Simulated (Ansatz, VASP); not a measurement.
CoH: VASP beside Ansatz

The input INCAR:

```
ALGO     = Normal         # electronic algorithm
EDIFF    = 1E-7           # SCF threshold, eV
ENCUT    = 520            # plane-wave cutoff, eV
GGA      = PS             # functional
ISIF     = 2              # what is computed and relaxed
ISMEAR   = -1             # smearing method
ISPIN    = 2              # spin polarisation
LASPH    = True           # aspherical terms in the spheres
LCHARG   = True           # write CHGCAR
LELF     = True           # ELF
LMAXMIX  = 4              # l up to which the mixer works
LORBIT   = 11             # projections on sites
LREAL    = False          # projectors in reciprocal space
LVHAR    = True         
LWAVE    = False          # write WAVECAR
MAGMOM   = 2.5 0          # initial moments
NBANDS   = 16             # bands
NELM     = 150            # most SCF steps
PREC     = Accurate       # precision mode
SIGMA    = 0.1            # smearing width, eV
```

KPOINTS

```
k-points
0
Gamma
  13 13 13
```

Contents of POSCAR:

```
CoH
1.0
    0.0000000000      1.8551674021      1.8551674021
    1.8551674021      0.0000000000      1.8551674021
    1.8551674021      1.8551674021      0.0000000000
Co H
1 1
Direct
    0.0000000000      0.0000000000      0.0000000000
    0.5000000000      0.5000000000      0.5000000000
```

Input for Ansatz:

```yaml
crystal:
  lattice:
    - [0.0, 1.855167402056325, 1.855167402056325]
    - [1.855167402056325, 0.0, 1.855167402056325]
    - [1.855167402056325, 1.855167402056325, 0.0]
  atoms:
    - { symbol: Co, position: [0.0, 0.0, 0.0], spin: 2.5 }
    - { symbol: H, position: [0.5, 0.5, 0.5] }
basis:
  ecutwfc: 476.19925930478996
  xc_grid: 2
kpoints:
  mp_grid:
    grid: [13, 13, 13]
hamiltonian:
  xc: pbesol
magnetization:
  spin_polarized: true
scf:
  self_checks: high
  convergence:
    dr2_threshold: 1.0e-07
  occupations:
    method: fermi_dirac
    width: 0.1
output:
  stress: true
```

Alike in both runs: task single point; functional PBEsol; k mesh 13 × 13 × 13; occupations fermi-dirac, width 0.1 eV; collinear spin.

```csv
,VASP,Ansatz
version,VASP 6.6.1,Ansatz 0.2.0
potentials or method,"VASP PAW PBE potentials, release 64 (Co, H), cutoff 520 eV","plane waves, PAW"
valence electrons in the cell,10,18
```

```tsv
	VASP	Ansatz	Ansatz less VASP
gap on the k mesh at the Fermi level (eV)	none	none	-
pressure (GPa)	-10.5	-10.2	+0.33
net moment per atom (μB)	0.59	0.59	+0.006
size of the moment on the site where the two differ most (μB)	1.21	1.17	-0.033
```

VASP's potentials were made for PBE, not for PBEsol. Site moments also hang on the region over which each program counts them. A gap of «none» marks a metal or a gap that the smearing closes. VASP's potentials hold 10 valence electrons a cell and Ansatz's 18, so a difference there can come from the potentials and not from the codes. Ansatz's warnings: stress scf threshold loose.
